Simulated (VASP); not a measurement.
Here is a VASP 6.6.1 calculation.

The input INCAR:

```
SYSTEM = Ru
PREC     = Accurate       ! precision mode
ENCUT    = 520            ! plane-wave cutoff, eV
EDIFF    = 1E-7           ! SCF threshold, eV
ISMEAR   = -1             ! smearing method
SIGMA    = 0.03           ! smearing width, eV
LREAL    = .FALSE.        ! projectors in reciprocal space
LASPH    = .TRUE.         ! aspherical terms in the spheres
NELM     = 60             ! most SCF steps
ALGO     = Normal         ! electronic algorithm
ISIF     = 2              ! what is computed and relaxed
LWAVE    = .FALSE.        ! write WAVECAR
LCHARG   = .FALSE.        ! write CHGCAR
GGA      = PE             ! functional
NBANDS   = 21             ! bands
```

KPOINTS

```
Automatic mesh
0
G
  14 14 8
  0 0 0
```

File POSCAR:

```
Ru
1.0
    2.6876390600      0.0000000000      0.0000000000
   -1.3438195300      2.3275637022      0.0000000000
    0.0000000000      0.0000000000      4.2531615502
Ru
2
Direct
    0.3333333333      0.6666666667      0.2500000000
    0.6666666667      0.3333333333      0.7500000000
```

Potentials or basis: VASP PAW PBE potentials, release 64 (Ru_pv).

Launch:

```console
$ cat potpaw_PBE.64/Ru_pv/POTCAR > POTCAR
$ mpirun -np 1 vasp_std > vasp.out
```

(1) Estimate the pressure.

(2) What does it give for the band gap on the k mesh?

## Answers

(1) 11.6 GPa.

(2) zero (band 14 reaches 14.90 eV, above the bottom of band 15 at 11.66 eV).
